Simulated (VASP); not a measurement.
Wanted: the native input for a VASP 6.6.1 run.

```yaml
Task: single point
Functional: PBE
Potentials_or_basis: VASP PAW PBE potentials, release 64 (N, Sb, B)
Cutoff: 520 eV
k_mesh: 10 × 4 × 10
Occupations: fermi-dirac, width 0.1497 eV
Spin: no spin polarisation
Dipole_correction: no
Further_INCAR_settings: ALGO = Normal; EDIFF = 1e-06; NBANDS = 26
```

The structure of B4SbN3 lies in POSCAR:

```
B4SbN3
1.0
    2.9718220000      0.0000000000      0.0000000000
    0.0000000000      7.9880180000      0.0000000000
    0.0000000000      0.0000000000      2.9518770000
N Sb B
3 1 4
Direct
    0.0000000000      0.3120000000      0.0000000000
    0.0000000000      0.6880000000      0.0000000000
    0.5000000000      0.0000000000      0.0000000000
    0.5000000000      0.5000000000      0.5000000000
    0.5000000000      0.2120000000      0.5000000000
    0.5000000000      0.7880000000      0.5000000000
    0.0000000000      0.1060000000      0.5000000000
    0.0000000000      0.8940000000      0.5000000000
```

The input as run:

INCAR

```
  PREC = Accurate
  ENCUT = 520
  EDIFF = 1E-6
  ISMEAR = -1
  SIGMA = 0.1497
  LREAL = F
  LASPH = T
  NELM = 60
  ALGO = Normal
  ISIF = 2
  LWAVE = F
  LCHARG = F
  GGA = PE
  NBANDS = 26
```

KPOINTS

```
regular mesh
0
Gamma
  10 4 10
```

Potentials or basis: VASP PAW PBE potentials, release 64 (N, Sb, B).

Command:

```sh
$ cat potpaw_PBE.64/N/POTCAR potpaw_PBE.64/Sb/POTCAR potpaw_PBE.64/B/POTCAR > POTCAR
$ mpirun -np 1 vasp_std > vasp.out
```

Results of the run:

```yaml
Pressure: 7.7 GPa
Largest_force: 1.163 eV/Å
Band_gap_on_the_k_mesh: zero (band 16 reaches 9.03 eV, above the bottom of band 17 at 6.12 eV)
```

Caveat: spin-orbit coupling is left out, which moves the levels of the heavy elements; forces of over 1 eV/Å act on the atoms, so gaps and moduli don't describe the material at rest.

Wall time 110 s on 1 thread of AMD EPYC 9R14 (Zen 4), on a shared host, peak memory 0.27 GiB.
